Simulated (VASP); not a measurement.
The system is PbO.

```
Pb O
1.0
     3.23692    0.00000    0.00000
     0.00000    3.23692    0.00000
     0.00000    0.00000    3.16306
Pb O
1 1
Direct
  0.00000 0.00000 0.00000
  0.50000 0.50000 0.50000
```

This cell differs from its parent crystal: epitaxial xy strain +1.8%.

Base run:

| Item | Value |
| --- | --- |
| Program | VASP 6.6.1 |
| Functional | PBE |
| Potentials or basis | VASP PAW PBE potentials, release 64 (Pb_d, O) |
| Cutoff | 520 eV |
| k mesh | 8 × 8 × 8 |
| Occupations | fermi-dirac, width 0.02 eV |
| Spin | no spin polarisation |

Its results: band gap on the k mesh 0.33 eV, indirect (least direct gap 0.64 eV); pressure 0.1 GPa.

Task: The run is repeated on the same cell with these changes: functional from PBE to r2SCAN; further incar settings from ALGO = Normal; EDIFF = 1e-06; NBANDS = 17 to ALGO = Normal; EDIFF = 1e-07; NBANDS = 17. What comes out?

Result: Band gap on the k mesh 0.31 eV, indirect (least direct gap 0.34 eV); pressure -2.9 GPa.

Caveats: spin-orbit coupling is left out, which moves the levels of the heavy elements; the PAW data sets were made with another functional, which shifts forces and pressure a little (some runs).

A k mesh can miss the band edges.
